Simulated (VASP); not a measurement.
# GaP4 (P6/mmm) in VASP: a series of runs

GaP4 is run at these levels: PBE; tasks: relaxation of cell and atoms.

All numbers are computed with VASP 6.6.1; they aren't measurements. Logs are shortened: lines on timing, memory, paths and dates and some standing lists are left out, and cuts for length are marked.

## 1. The cell of the first run

The structure is hexagonal, space group P6/mmm (No. 191). Conventional cell: a = 4.394 Å, b = 4.394 Å, c = 5.399 Å, α = 90.00°, β = 90.00°, γ = 120.00°. Within 3.3 Å of Ga (site symmetry 6/mmm) lie 6 P at 2.54 Å. Within 3.3 Å of P (site symmetry -6m2) lie 5 P at 2.54 to 2.70 Å. P (site symmetry -6m2) has 3 Ga at 2.54 Å and 5 P at 2.54 to 2.70 Å within 3.3 Å.

## 2. Relaxation of cell and atoms, PBE

INCAR reads:

```
SYSTEM = GaP4
ALGO     = Normal         ! electronic algorithm
EDIFF    = 1E-7           ! SCF threshold, eV
EDIFFG   = -0.04          ! ionic threshold
ENCUT    = 600            ! plane-wave cutoff, eV
GGA      = PE             ! functional
IBRION   = 2              ! ionic algorithm
ISIF     = 3              ! what is computed and relaxed
ISMEAR   = 0              ! smearing method
LASPH    = .True.         ! aspherical terms in the spheres
LCHARG   = .False.        ! write CHGCAR
LREAL    = .False.        ! projectors in reciprocal space
LWAVE    = .False.        ! write WAVECAR
NELM     = 60             ! most SCF steps
NSW      = 90             ! ionic steps
PREC     = Accurate       ! precision mode
SIGMA    = 0.1            ! smearing width, eV
```

KPOINTS reads:

```
k-points
0
Gamma
  6 6 4
  0 0 0
```

POSCAR reads:

```
GaP4
1.0
    4.3944786165      0.0000000000      0.0000000000
   -2.1972393082      3.8057301183      0.0000000000
    0.0000000000      0.0000000000      5.3985402191
Ga P
1 4
Direct
    0.0000000000      0.0000000000      0.5000000000
    0.3333333333      0.6666666667      0.0000000000
    0.6666666667      0.3333333333      0.0000000000
    0.3333333333      0.6666666667      0.5000000000
    0.6666666667      0.3333333333      0.5000000000
```

Potentials or basis: VASP PAW PBE potentials, release 64 (Ga_d, P).

Command:

```console
cat potpaw_PBE.64/Ga_d/POTCAR potpaw_PBE.64/P/POTCAR > POTCAR
mpirun -np 1 vasp_std > vasp.out
```

OUTCAR:

```text
SYSTEM = GaP4
   EDIFF = 1E-7
   EDIFFG = -0.04
   ENCUT = 600
   GGA = PE
   IBRION = 2
   ISIF = 3
   ISMEAR = 0
   LASPH = .True.
   LREAL = .False.
   NELM = 60
   NSW = 90
   PREC = Accurate

 ion  position               nearest neighbor table
   1  0.000  0.000  0.500-   4 2.54   5 2.54   4 2.54   5 2.54   5 2.54   4 2.54
   2  0.333  0.667  0.000-   3 2.54   3 2.54   3 2.54   4 2.70   4 2.70
   3  0.667  0.333  0.000-   2 2.54   2 2.54   2 2.54   5 2.70   5 2.70
   4  0.333  0.667  0.500-   1 2.54   5 2.54   5 2.54   1 2.54   1 2.54   5 2.54   2 2.70   2 2.70

   5  0.667  0.333  0.500-   1 2.54   4 2.54   4 2.54   1 2.54   1 2.54   4 2.54   3 2.70   3 2.70

  LATTYP: Found a hexagonal cell.
 ALAT       =     4.3944786165
 C/A-ratio  =     1.2284825323

  Lattice vectors:

 A1 = (   4.3944786165,   0.0000000000,   0.0000000000)
 A2 = (  -2.1972393082,   3.8057301183,   0.0000000000)
 A3 = (   0.0000000000,   0.0000000000,   5.3985402191)

Analysis of symmetry for initial positions (statically):
=====================================================================
 Subroutine PRICEL returns:
 Original cell was already a primitive cell.

 Routine SETGRP: Setting up the symmetry group for a
 hexagonal supercell.

 Subroutine GETGRP returns: Found 24 space group operations
 (whereof 24 operations were pure point group operations)
 out of a pool of 24 trial point group operations.

The static configuration has the point symmetry D_6h.

Analysis of symmetry for dynamics (positions and initial velocities):
=====================================================================
 Subroutine PRICEL returns:
 Original cell was already a primitive cell.

 Routine SETGRP: Setting up the symmetry group for a
 hexagonal supercell.

 Subroutine GETGRP returns: Found 24 space group operations
 (whereof 24 operations were pure point group operations)
 out of a pool of 24 trial point group operations.

The dynamic configuration has the point symmetry D_6h.

 Subroutine INISYM returns: Found 24 space group operations
 (whereof 24 operations are pure point group operations),
 and found     1 'primitive' translations

----------------------------------------------------------------------------------------

                                     Primitive cell

  volume of cell :      90.2863

  direct lattice vectors                    reciprocal lattice vectors
     4.394478616  0.000000000  0.000000000     0.227558281  0.131380835  0.000000000
    -2.197239308  3.805730118  0.000000000     0.000000000  0.262761670  0.000000000
     0.000000000  0.000000000  5.398540219     0.000000000  0.000000000  0.185235260

  length of vectors
     4.394478616  4.394478616  5.398540219     0.262761670  0.262761670  0.185235260

  position of ions in fractional coordinates (direct lattice)
     0.000000000  0.000000000  0.500000000
     0.333333333  0.666666667  0.000000000
     0.666666667  0.333333333  0.000000000
     0.333333333  0.666666667  0.500000000
     0.666666667  0.333333333  0.500000000

  ion indices of the primitive-cell ions
   primitive index   ion index
                 1           1
                 2           2
                 3           3
                 4           4
                 5           5

----------------------------------------------------------------------------------------

 KPOINTS: k-points

Automatic generation of k-mesh.
 Grid dimensions read from file:
 generate k-points for:    6    6    4

 Generating k-lattice:

  Cartesian coordinates                     Fractional coordinates (reciprocal lattice)
     0.037926380  0.021896806  0.000000000     0.166666667  0.000000000  0.000000000
     0.000000000  0.043793612  0.000000000     0.000000000  0.166666667  0.000000000
     0.000000000  0.000000000  0.046308815     0.000000000  0.000000000  0.250000000

  Length of vectors
     0.043793612  0.043793612  0.046308815

  Shift w.r.t. Gamma in fractional coordinates (k-lattice)
     0.000000000  0.000000000  0.000000000

 Subroutine IBZKPT returns following result:
 ===========================================

 Found     21 irreducible k-points:

 Following reciprocal coordinates:
            Coordinates               Weight
  0.000000  0.000000  0.000000      1.000000
  0.166667  0.000000  0.000000      6.000000
  0.333333  0.000000  0.000000      6.000000
  0.500000  0.000000  0.000000      3.000000
  0.166667  0.166667  0.000000      6.000000
  0.333333  0.166667  0.000000     12.000000
[... 13 lines left out ...]
  0.333333  0.166667  0.500000     12.000000
  0.333333  0.333333  0.500000      2.000000
   k-points           NKPTS =     21   k-points in BZ     NKDIM =     21   number of bands    NBANDS=     20
   number of dos      NEDOS =    301   number of ions     NIONS =      5
   total plane-waves  NPLWV =  62208
   dimension x,y,z NGX =    36 NGY =   36 NGZ =   48
   dimension x,y,z NGXF=    72 NGYF=   72 NGZF=   96
   ions per type =               1   4
   NGX,Y,Z   is equivalent  to a cutoff of  13.62, 13.62, 14.78 a.u.
   NGXF,Y,Z  is equivalent  to a cutoff of  27.24, 27.24, 29.56 a.u.
 SYSTEM =  GaP4
   PREC   = accura    normal or accurate (medium, high low for compatibility)
   ISTART =      0    job   : 0-new  1-cont  2-samecut
   ICHARG =      2    charge: 1-file 2-atom 10-const
   ISPIN  =      1    spin polarized calculation?
   LNONCOLLINEAR =      F non collinear calculations
   LSORBIT =      F    spin-orbit coupling
   LASPH  =      T    aspherical Exc in radial PAW
   ENCUT  =  600.0 eV  44.10 Ry    6.64 a.u.   8.78  8.78 10.78*2*pi/ulx,y,z
   NELM   =     60;   NELMIN=  2; NELMDL= -5     # of ELM steps
   EDIFF  = 0.1E-06   stopping-criterion for ELM
   LREAL  =      F    real-space projection
   EDIFFG = -.4E-01   stopping-criterion for IOM
   NSW    =     90    number of steps for IOM
   IBRION =      2    ionic relax: 0-MD 1-quasi-New 2-CG
   NFREE  =      1    steps in history (QN), initial steepest desc. (CG)
   ISIF   =      3    stress and relaxation
   ISYM   =      2    0-nonsym 1-usesym 2-fastsym
   POTIM  = 0.5000    time-step for ionic-motion
   TEBEG  =    0.0;   TEEND  =   0.0 temperature during run
   PSTRESS=    0.0 pullay stress
   NELECT =      33.0000    total number of electrons
   NUPDOWN=      -1.0000    fix difference up-down
   EMIN   =  10.00;   EMAX   =-10.00  energy-range for DOS
   EFERMI =   0.00;   METHOD = LEGACY
   ISMEAR =     0;   SIGMA  =   0.10  broadening in eV -4-tet -1-fermi 0-gaus
   EFERMI_NEDOS =   21; number of points for ismear=-14 and -15
   IALGO  =     38    algorithm
   IMIX   =      4    mixing-type and parameters
     AMIX     =   0.40;   BMIX     =  1.00
     AMIX_MAG =   1.60;   BMIX_MAG =  1.00
  volume/ion in A,a.u.               =      18.06       121.86
  Fermi-wavevector in a.u.,A,eV,Ry     =   1.170502  2.211929 18.641009  1.370075
  Thomas-Fermi vector in A             =   2.306960
   LORBIT       =      0    0 simple, 1 ext, 2 COOP (PROOUT), +10 PAW based schemes
   GGA     = PE    functional components
   LHFCALC =     F    Hartree Fock is set to
   AEXX    =    0.0000 exact exchange contribution
   IVDW    =     0    specifies the selected vdW correction
   LEPSILON=     F    determine dielectric tensor
   LRPA    =     F    only Hartree local field effects (RPA)
 conjugate gradient relaxation of ions
 non-spin polarized calculation
 Gauss-broadening in eV      SIGMA  =   0.10
  energy-cutoff  :      600.00
  volume of cell :       90.29
 maximum number of plane-waves:      3044
 NGX is ok and might be reduce to    36
   NGX = 17   NGY = 17   NGZ = 21

--------------------------------------- Ionic step        1  -------------------------------------------

 number of electron      32.9999997 magnetization

 Free energy of the ion-electron system (eV)
  ---------------------------------------------------
  ext. energy  EPLUGINS =         0.00000000
  ---------------------------------------------------
  free energy    TOTEN  =       -21.94496562 eV

  energy without entropy =      -21.93166491  energy(sigma->0) =      -21.93831527

------------------------ aborting loop because EDIFF is reached ----------------------------------------

  FORCE on cell =-STRESS in cart. coord.  units (eV):
  Direction    XX          YY          ZZ          XY          YZ          ZX
  --------------------------------------------------------------------------------------
  -------------------------------------------------------------------------------------
  Total        3.7001652      3.7001652     -6.5396734      0.0000000     -0.0000000      0.0000000
  in kB       65.6613805     65.6613805   -116.0499503      0.0000000     -0.0000000      0.0000000
  external PRESSURE =       5.0909369 kB  Pullay stress =       0.0000000 kB
[... 219 lines left out ...]
  energy  without entropy=      -22.3393787156  energy(sigma->0) =      -22.34828974

--------------------------------------- Ionic step        7  -------------------------------------------

 number of electron      32.9999999 magnetization

 Free energy of the ion-electron system (eV)
  ---------------------------------------------------
  ext. energy  EPLUGINS =         0.00000000
  ---------------------------------------------------
  free energy    TOTEN  =       -22.35749053 eV

  energy without entropy =      -22.33986939  energy(sigma->0) =      -22.34867996

 E-fermi :   7.3547     XC(G=0): -10.5786

 val. band max:        7.2432399530   @ k =   0.3333   0.1667   0.0000
 cond. band min:       7.3595783917   @ k =   0.0000   0.0000   0.5000
 fundamental gap:      0.1163384388
 Fermi energy:         7.3546964009

 k-point     1 :       0.0000    0.0000    0.0000
  band No.  band energies     occupation
      1      -8.2287      2.00000
      2      -7.8606      2.00000
      3      -7.8606      2.00000
      4      -7.8514      2.00000
      5      -7.8514      2.00000
      6      -7.5407      2.00000
[... 12 lines left out ...]
     19       8.7971      0.00000
[... 491 lines left out ...]
  FREE ENERGIE OF THE ION-ELECTRON SYSTEM (eV)
  ---------------------------------------------------
  free  energy   TOTEN  =       -22.3574905347 eV

  energy  without entropy=      -22.3398693876  energy(sigma->0) =      -22.34867996

 reached required accuracy - stopping structural energy minimisation
```

Run time: 1.8 min. Hardware: 1 thread of Intel Xeon 6975P-C (Granite Rapids), shared host; peak memory 0.25 GiB.

Results:

```yaml
Free_energy: -22.3575 eV
Relaxed_volume: 17.43 Å³/atom
Relaxed_cell: a = 4.531 Å, b = 4.531 Å, c = 4.901 Å, α = 90.00°, β = 90.00°, γ = 120.00°
Space_group_after_relaxing_to_0.05_Å: P6/mmm (No. 191)
Energy_gained_by_relaxing: 82.5 meV/atom
Ionic_steps: 7
Pressure_after_relaxing: -0.1 GPa
```

Step by step:
```tsv
step	energy change (eV)	largest force (eV/Å)	pressure (GPa)	volume (Å³)
1	0.0000	0.0000	0.51	90.29
2	-0.3730	0.0000	-2.38	90.74
3	-0.3789	0.0000	-2.56	90.75
4	-0.3778	0.0000	-2.67	90.75
5	-0.3804	0.0000	-2.64	90.75
6	-0.4122	0.0000	0.16	86.83
7	-0.4125	0.0000	-0.08	87.14
```

Final structure:
```
Ga P
1.0
     4.53116    0.00000    0.00000
    -2.26558    3.92410    0.00000
     0.00000    0.00000    4.90088
Ga P
1 4
Direct
  0.00000 0.00000 0.50000
  0.33333 0.66667 0.00000
  0.66667 0.33333 0.00000
  0.33333 0.66667 0.50000
  0.66667 0.33333 0.50000
```

Levels at points of the mesh, in eV from the Fermi level:
| k point | band 12 | band 13 | band 14 | band 15 | band 16 | band 17 | band 18 | band 19 | band 20 |
| --- | --- | --- | --- | --- | --- | --- | --- | --- | --- |
| (0.00, 0.00, 0.00) | -4.31 | -3.58 | -3.31 | -3.31 | -2.78 | -2.09 | -2.09 | 1.44 | 1.44 |
| (0.50, 0.00, 0.00) | -6.39 | -5.35 | -3.08 | -1.28 | 0.08 | 0.91 | 1.40 | 1.42 | 2.83 |
| (0.00, 0.00, 0.50) | -3.89 | -3.89 | -3.01 | -2.89 | -2.89 | -2.02 | -1.23 | 0.00 | 0.00 |
| (0.50, 0.00, 0.50) | -4.67 | -3.36 | -1.16 | -0.88 | 0.17 | 0.30 | 1.54 | 2.07 | 2.15 |

## 3. Relaxation of cell and atoms, PBE

This run uses another cell than the first one, of 17.44 Å³/atom, 0.966 times its volume.

INCAR reads:

```
PREC = Accurate
ENCUT = 600
EDIFF = 1E-7
ISMEAR = 0
SIGMA = 0.1
LREAL = F
LASPH = T
NELM = 100
ALGO = Normal
ISIF = 3
LWAVE = F
LCHARG = F
GGA = PE
IBRION = 2
NSW = 100
EDIFFG = -0.01
```

KPOINTS reads:

```
Automatic mesh
0
Gamma
  12 12 8
```

Edit POSCAR of step 2 so:

```diff
@@ -2,5 +2,5 @@
 1.0
-    4.3944786165      0.0000000000      0.0000000000
-   -2.1972393082      3.8057301183      0.0000000000
-    0.0000000000      0.0000000000      5.3985402191
+    4.5280000787      0.0000000000      0.0000000000
+   -2.2640000393      3.9213630965      0.0000000000
+    0.0000000000      0.0000000000      4.9107297262
 Ga P
```

Potentials or basis: VASP PAW PBE potentials, release 64 (Ga_d, P).

Command:

```console
cat potpaw_PBE.64/Ga_d/POTCAR potpaw_PBE.64/P/POTCAR > POTCAR
mpirun -np 1 vasp_std > vasp.out
```

Run time: 3.5 min. Hardware: 1 thread of Intel Xeon 6975P-C (Granite Rapids), shared host; peak memory 0.35 GiB.

Results (log left out):

| Quantity | Value |
| --- | --- |
| Free energy | -22.3786 eV |
| Relaxed volume | 17.29 Å³/atom |
| Relaxed cell | a = 4.554 Å, b = 4.554 Å, c = 4.814 Å, α = 90.00°, β = 90.00°, γ = 120.00° |
| Space group after relaxing (to 0.05 Å) | P6/mmm (No. 191) |
| Energy gained by relaxing | 5.9 meV/atom |
| Ionic steps | 5 |
| Pressure after relaxing | 0.0 GPa |

Stress tensor (GPa, compression positive):
```
 0.04  0.00  0.00
 0.00  0.04  0.00
 0.00  0.00 -0.07
```

The path:
| step | energy change (eV) | largest force (eV/Å) | pressure (GPa) | volume (Å³) |
| --- | --- | --- | --- | --- |
| 1 | 0.0000 | 0.0000 | -0.46 | 87.19 |
| 2 | -0.0282 | 0.0000 | -0.09 | 86.53 |
| 3 | -0.0296 | 0.0000 | -0.16 | 86.65 |
| 4 | -0.0296 | 0.0000 | -0.17 | 86.66 |
| 5 | -0.0297 | 0.0000 | 0.00 | 86.45 |

Final structure:
```xyz
5
Lattice="4.5536 0.0000 0.0000 -2.2768 3.9435 0.0000 0.0000 0.0000 4.8139" Properties=species:S:1:pos:R:3 pbc="T T T"
Ga    2.2768    3.9435    2.4070
P     0.0000    2.6290    4.8139
P     2.2768    1.3145    0.0000
P     0.0000    2.6290    2.4070
P     2.2768    1.3145    2.4070
```

Levels at points of the mesh, in eV from the Fermi level:
```csv
k point,band 13,band 14,band 15,band 16,band 17,band 18,band 19,band 20
"(0.00, 0.00, 0.00)",-3.78,-3.29,-3.29,-2.83,-1.85,-1.85,1.61,1.61
"(0.50, 0.00, 0.00)",-5.46,-2.84,-1.16,-0.07,0.99,1.29,1.40,2.87
"(0.00, 0.00, 0.50)",-3.86,-3.01,-2.81,-2.81,-1.66,-0.94,0.00,0.00
"(0.50, 0.00, 0.50)",-3.40,-1.00,-0.62,0.46,0.48,1.59,2.11,2.12
```

Caveat: the bands computed are all filled at some k points, so no gap is given.
